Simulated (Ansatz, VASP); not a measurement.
# Two plane-wave programs on Sr8Ti8GeO24

```
Sr Ti O Ge
1.0
     7.81000    0.00000    0.00000
     0.00000    7.81000    0.00000
     0.00000    0.00000    7.81000
Sr Ti O Ge
8 8 24 1
Direct
  0.99240 0.00094 0.99341
  0.99494 0.00035 0.49913
  0.97902 0.47893 0.98981
  0.98053 0.48063 0.61632
  0.51356 0.01377 0.99948
  0.50719 0.00725 0.49836
  0.50073 0.49250 0.99367
  0.50018 0.49502 0.49908
  0.25041 0.24810 0.24942
  0.24999 0.23795 0.75130
  0.27898 0.77904 0.22393
  0.24880 0.74890 0.74583
  0.75298 0.25306 0.25410
  0.73699 0.23710 0.75393
  0.74800 0.75057 0.24929
  0.73781 0.75009 0.75132
  0.00131 0.24195 0.22617
  0.25733 0.00579 0.27747
  0.26246 0.21747 0.99701
  0.99526 0.22911 0.77158
  0.24632 0.99416 0.70641
  0.23271 0.28228 0.49669
  0.01077 0.75871 0.19609
  0.25850 0.51080 0.19637
  0.29053 0.79031 0.98691
  0.99768 0.74875 0.77895
  0.24883 0.49773 0.77865
  0.20993 0.71020 0.47626
  0.49883 0.25372 0.26153
  0.75367 0.99892 0.26142
  0.73640 0.23641 0.00008
  0.49445 0.24087 0.73682
  0.74096 0.99453 0.73681
  0.76042 0.26048 0.50291
  0.50574 0.75747 0.27765
  0.74182 0.50136 0.22599
  0.71714 0.76263 0.99703
  0.49411 0.74662 0.70629
  0.72897 0.49535 0.77161
  0.78234 0.73274 0.49671
  0.06436 0.56475 0.32558
```

Alike in both runs: functional PBE; k mesh 2 × 2 × 2; occupations gaussian, width 0.02 eV; no spin polarisation.

Ansatz relaxed the structure, and its values are those at the end. VASP's run is a single point on that final structure, the one shown.

|  | VASP | Ansatz |
| --- | --- | --- |
| version | VASP 6.6.1 | Ansatz 0.2.0 |
| potentials or method | VASP PAW PBE potentials, release 64 (Sr_sv, Ti_sv, O, Ge_d), cutoff 520 eV | scalar-relativistic, plane waves, PAW |
| valence electrons in the cell | 334 | 334 |

```csv
,VASP,Ansatz,Ansatz less VASP
rms of the force components (eV/Å),0.019,0.006,-0.0127
```

The k mesh is coarse, so the values compare programs but aren't converged.
